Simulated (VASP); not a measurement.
Input of a VASP 6.6.1 run:

Contents of INCAR:

```
ALGO = Normal
EDIFF = 1E-7
ENCUT = 520
GGA = PE
ISIF = 2
ISMEAR = 0
LASPH = T
LCHARG = F
LREAL = F
LWAVE = F
NBANDS = 12
NELM = 60
PREC = Accurate
SIGMA = 0.01
```

The input KPOINTS:

```
k-points
0
Gamma
  8 8 8
```

Contents of POSCAR:

```
LiF
1.0
    0.0000000000      1.9948691814      1.9948691814
    1.9948691814      0.0000000000      1.9948691814
    1.9948691814      1.9948691814      0.0000000000
Li F
1 1
Direct
    0.0000000000      0.0000000000      0.0000000000
    0.5000000000      0.5000000000      0.5000000000
```

Potentials or basis: VASP PAW PBE potentials, release 64 (Li_sv, F).

Launch:

```sh
$ cat potpaw_PBE.64/Li_sv/POTCAR potpaw_PBE.64/F/POTCAR > POTCAR
$ mpirun -np 1 vasp_std > vasp.out
```

Q: Predict the band gap on the k mesh.

A: 9.35 eV, direct.

 A k mesh can miss the band edges.
